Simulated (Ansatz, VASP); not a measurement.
# One calculation of Pt, two programs

```
Pt
1.0
    -1.55993    1.55993    1.55993
     1.55993   -1.55993    1.55993
     1.55993    1.55993   -1.55993
Pt
1
Direct
  0.00000 0.00000 0.00000
```

Alike in both runs: task single point; functional PBEsol; k mesh 7 × 7 × 7; no spin polarisation.

```csv
,VASP,Ansatz
version,VASP 6.6.1,Ansatz 0.2.0
potentials or method,"VASP PAW PBE potentials, release 64 (Pt), cutoff 500 eV","plane waves, PAW"
occupations,"fermi-dirac, width 0.1 eV",fermi-dirac
valence electrons in the cell,10,18
```

|  | VASP | Ansatz | Ansatz less VASP |
| --- | --- | --- | --- |
| pressure (GPa) | -0.7 | -0.3 | +0.38 |

VASP's potentials were made for PBE, not for PBEsol. VASP's potentials hold 10 valence electrons a cell and Ansatz's 18, so a difference there can come from the potentials and not from the codes.

The k mesh is coarse, so the values compare programs but aren't converged. Neither program's run includes spin-orbit coupling.
